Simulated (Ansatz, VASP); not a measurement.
# GaSb: VASP beside Ansatz

INCAR

```
SYSTEM = GaSb
ALGO = Normal
EDIFF = 1E-8
ENCUT = 520
GGA = PS
ISIF = 2
ISMEAR = -1
LASPH = .True.
LCHARG = .False.
LEFG = .True.
LREAL = .False.
LWAVE = .False.
NBANDS = 16
NELM = 80
PREC = Accurate
SIGMA = 0.08
```

File KPOINTS:

```
k-points
0
Gamma
  9 9 9
  0 0 0
```

The input POSCAR:

```
GaSb
1.0
    0.0000000000      3.1080583506      3.1080583506
    3.1080583506      0.0000000000      3.1080583506
    3.1080583506      3.1080583506      0.0000000000
Ga Sb
1 1
Direct
    0.0000000000      0.0000000000      0.0000000000
    0.2500000000      0.2500000000      0.2500000000
```

Input for Ansatz:

```yaml
crystal:
  lattice:
    - [0.0, 3.1080583506, 3.1080583506]
    - [3.1080583506, 0.0, 3.1080583506]
    - [3.1080583506, 3.1080583506, 0.0]
  atoms:
    - { symbol: Ga, position: [0.0, 0.0, 0.0] }
    - { symbol: Sb, position: [0.25, 0.25, 0.25] }
kpoints:
  mp_grid: { grid: [9, 9, 9] }
  band_path:
    path:
      - [0.0, 0.0, 0.0]
      - [-0.5, -0.5, 0.0]
      - [-0.375, -0.375, 0.25]
      - [-0.375, 0.0, 0.375]
      - [0.0, 0.0, 0.0]
      - [0.0, 0.0, 0.5]
      - [-0.5, -0.25, 0.25]
      - [-0.5, -0.5, 0.0]
    npoints: 5
scf:
  occupations: { method: fermi_dirac, width: 0.08 }
hamiltonian:
  xc: pbesol
  pseudopotentials: { kind: paw }
output:
  forces: true
  stress: true
  eigenvalues: true
  efg: { contact_densities: true }
```

Alike in both runs: task electric field gradients; functional PBEsol; k mesh 9 × 9 × 9; occupations fermi-dirac, width 0.08 eV; no spin polarisation.

|  | VASP | Ansatz |
| --- | --- | --- |
| version | VASP 6.6.1 | Ansatz 0.2.0 |
| potentials or method | VASP PAW PBE potentials, release 64 (Ga_d, Sb) | PAW with Ansatz's default frozen-core files, scalar-relativistic |
| plane-wave cutoff (eV) | 520 | 420 |
| valence electrons in the cell | 18 | 28 |

|  | VASP | Ansatz | Ansatz less VASP |
| --- | --- | --- | --- |
| pressure (GPa) | -2.2 | -2.3 | -0.08 |

VASP's potentials were made for PBE, not for PBEsol. With one functional, cell and mesh, what is left measures potentials, basis and numerics. VASP's potentials hold 18 valence electrons a cell and Ansatz's 28, so a difference there can come from the potentials and not from the codes.

Neither program's run includes spin-orbit coupling.
